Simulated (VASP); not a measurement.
Crystal: TaH5.

```xyz
12
Lattice="-0.0329 0.0196 -3.2148 1.7590 -3.1278 0.0379 -5.3542 -3.1724 -0.0367" Properties=species:S:1:pos:R:3 pbc="T T T"
Ta   -1.8191   -3.2100   -1.6654
Ta   -3.6184   -6.2893   -1.5915
H    -2.8928   -3.2067   -0.0541
H     0.6938   -3.0523    0.0631
H    -3.0393   -5.3059    0.0018
H    -1.2725   -2.1898    0.0443
H    -1.2746   -4.0812   -0.0817
H    -4.8360   -4.1639    0.0255
H    -3.6477   -2.0543   -1.6724
H    -0.0471   -2.1097   -1.5921
H    -3.5106   -4.1959   -1.5241
H    -0.0007   -4.1838   -1.5898
```

| Quantity | Value |
| --- | --- |
| Program | VASP 6.6.1 |
| Task | relaxation of cell and atoms |
| Functional | PBE |
| Potentials or basis | VASP PAW PBE potentials, release 64 (Ta_pv, H) |
| Cutoff | 600 eV |
| k mesh | 8 × 6 × 4 |
| Occupations | gaussian, width 0.2 eV |
| Spin | no spin polarisation |

At the start: pressure -7.1 GPa; volume 5.98 Å³/atom.

Q: How do energy, volume and symmetry change on relaxing?

A: Over 16 steps the energy falls by 21.6 meV/atom and the volume is 5.72 Å³/atom (-4.3 %); space group P1 (No. 1, to 0.1 Å) before, P-62m (No. 189, to 0.1 Å).

The path:
```csv
step,energy change (eV),largest force (eV/Å),pressure (GPa),volume (Å³)
1,0.0000,0.6534,-7.08,71.77
2,-0.1730,0.4380,-0.37,69.05
3,-0.1834,0.4189,1.95,68.25
4,-0.2259,0.2327,1.05,68.44
5,-0.2396,0.1855,0.35,68.63
6,-0.2477,0.1060,-0.35,68.81
7,-0.2493,0.0799,-0.81,68.94
8,-0.2533,0.0645,0.10,68.62
9,-0.2537,0.0793,0.53,68.47
10,-0.2564,0.0435,0.27,68.57
11,-0.2570,0.0562,0.08,68.64
12,-0.2579,0.0290,-0.13,68.72
13,-0.2580,0.0383,-0.28,68.78
14,-0.2585,0.0273,0.15,68.64
15,-0.2585,0.0277,0.16,68.64
16,-0.2589,0.0135,0.05,68.68
```

Final structure:
```yaml
crystal:
  lattice:
    - [-0.00022, 0.00069, -3.12049]
    - [1.77734, -3.08977, 0.00033]
    - [-5.34257, -3.09546, 0.00066]
  atoms:
    - { symbol: Ta, position: [0.49992, 0.50232, 0.50183] }
    - { symbol: Ta, position: [0.49983, 0.99635, 0.00174] }
    - { symbol: H, position: [0.99978, 0.34998, 0.65417] }
    - { symbol: H, position: [0.99984, 0.84200, 0.15312] }
    - { symbol: H, position: [0.00016, 0.84877, 0.84821] }
    - { symbol: H, position: [0.99937, 0.34864, 0.34956] }
    - { symbol: H, position: [0.00024, 0.80642, 0.50038] }
    - { symbol: H, position: [0.00003, 0.30099, 0.00310] }
    - { symbol: H, position: [0.50107, 0.00225, 0.66301] }
    - { symbol: H, position: [0.49934, 0.50031, 0.16396] }
    - { symbol: H, position: [0.49953, 0.50091, 0.83086] }
    - { symbol: H, position: [0.50088, 0.00106, 0.33005] }
```
